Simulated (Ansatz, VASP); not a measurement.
## GaN in VASP and in Ansatz

INCAR

```
PREC = Accurate
ENCUT = 520
EDIFF = 1E-7
ISMEAR = 0
SIGMA = 0.028000000000000004
LREAL = False
LASPH = True
NELM = 80
ALGO = Normal
ISIF = 2
LWAVE = False
LCHARG = True
GGA = PE
LELF = True
LVHAR = True
NBANDS = 16
```

The input KPOINTS:

```
Automatic mesh
0
Gamma
  10 10 10
```

POSCAR

```
GaN
1.0
    0.0000000000      2.2535006075      2.2535006075
    2.2535006075      0.0000000000      2.2535006075
    2.2535006075      2.2535006075      0.0000000000
Ga N
1 1
Direct
    0.0000000000      0.0000000000      0.0000000000
    0.2500000000      0.2500000000      0.2500000000
```

The input input.yaml:

```yaml
crystal:
  lattice:
    - [0.0, 2.2535006075, 2.2535006075]
    - [2.2535006075, 0.0, 2.2535006075]
    - [2.2535006075, 2.2535006075, 0.0]
  atoms:
    - { symbol: Ga, position: [0.0, 0.0, 0.0] }
    - { symbol: "N", position: [0.25, 0.25, 0.25] }
kpoints:
  mp_grid: { grid: [10, 10, 10] }
scf:
  occupations: { method: gaussian, width: 0.028 }
hamiltonian:
  xc: pbe
  pseudopotentials: { kind: all_electron, lapw: { basis_error: 0.001 } }
output:
  forces: true
  stress: true
  eigenvalues: true
```

Alike in both runs: task single point; functional PBE; k mesh 10 × 10 × 10; occupations gaussian, width 0.028 eV; no spin polarisation.

|  | VASP | Ansatz |
| --- | --- | --- |
| version | VASP 6.6.1 | Ansatz 0.2.0 |
| potentials or method | VASP PAW PBE potentials, release 64 (Ga_d, N), cutoff 520 eV | all-electron LAPW, scalar-relativistic |

|  | VASP | Ansatz | Ansatz less VASP |
| --- | --- | --- | --- |
| gap on the k mesh at the Fermi level (eV) | 1.72 | 1.73 | +0.010 |
| least direct gap on the mesh (eV) | 1.72 | 1.73 | +0.010 |
| pressure (GPa) | 5.1 | 4.9 | -0.13 |

Ansatz ran all-electron here, and VASP with PAW potentials.
